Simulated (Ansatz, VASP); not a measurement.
Cr: VASP beside Ansatz

The input POSCAR:

```
Cr
1.0
    0.0000000000      1.8228665111      1.8228665111
    1.8228665111      0.0000000000      1.8228665111
    1.8228665111      1.8228665111      0.0000000000
Cr
1
Direct
    0.0000000000      0.0000000000      0.0000000000
```

INCAR.step1

```
ALGO = Normal ; EDIFF = 1E-4
ENCUT = 520 ; GGA = PE
ISMEAR = -1 ; LASPH = T
LCHARG = F ; LREAL = F
LWAVE = T ; NBANDS = 12
NELM = 80 ; PREC = Accurate
SIGMA = 0.1
```

INCAR.step2

```
ALGO = Normal ; EDIFF = 1E-6
ENCUT = 520 ; ISIF = 2
ISMEAR = -1 ; ISTART = 1
LASPH = T ; LCHARG = T
LELF = T ; LMIXTAU = T
LREAL = F ; LVHAR = T
LWAVE = F ; METAGGA = R2SCAN
NBANDS = 12 ; NELM = 80
PREC = Accurate ; SIGMA = 0.1
```

The input KPOINTS:

```
k-points
0
Gamma
  17 17 17
```

Input for Ansatz:

```yaml
crystal:
  lattice:
    - [0.0, 1.8228665111, 1.8228665111]
    - [1.8228665111, 0.0, 1.8228665111]
    - [1.8228665111, 1.8228665111, 0.0]
  atoms:
    - { symbol: Cr, position: [0.0, 0.0, 0.0] }
hamiltonian:
  xc: r2scan
  pseudopotentials:
    kind: paw
    azcp:
      Cr: "pseudopotentials/Cr.paw.azcp"
basis:
  ecutwfc: 500
  fft_grid_basis: typed
kpoints:
  mp_grid: { grid: [17, 17, 17], shift: [0, 0, 0] }
magnetization:
  spin_polarized: false
scf:
  occupations: { method: fermi_dirac, width: 0.1 }
  lower_state_search: "off"
output:
  stress: true
  write_density: true
  write_potential: true
  elf: true
  volumetric_format: npy
```

Alike in both runs: task single point; functional r2SCAN; k mesh 17 × 17 × 17; occupations fermi-dirac, width 0.1 eV; no spin polarisation.

```csv
,VASP,Ansatz
version,VASP 6.6.1,Ansatz 0.2.0
potentials or method,"VASP PAW PBE potentials, release 64 (Cr_pv), cutoff 520 eV","plane waves (500 eV) with PAW, scalar-relativistic"
valence electrons in the cell,12,14
```

```csv
,VASP,Ansatz,Ansatz less VASP
pressure (GPa),-8.7,-9.3,-0.60
```

VASP's potentials were made for PBE, not for r2SCAN. VASP's potentials hold 12 valence electrons a cell and Ansatz's 14, so a difference there can come from the potentials and not from the codes.
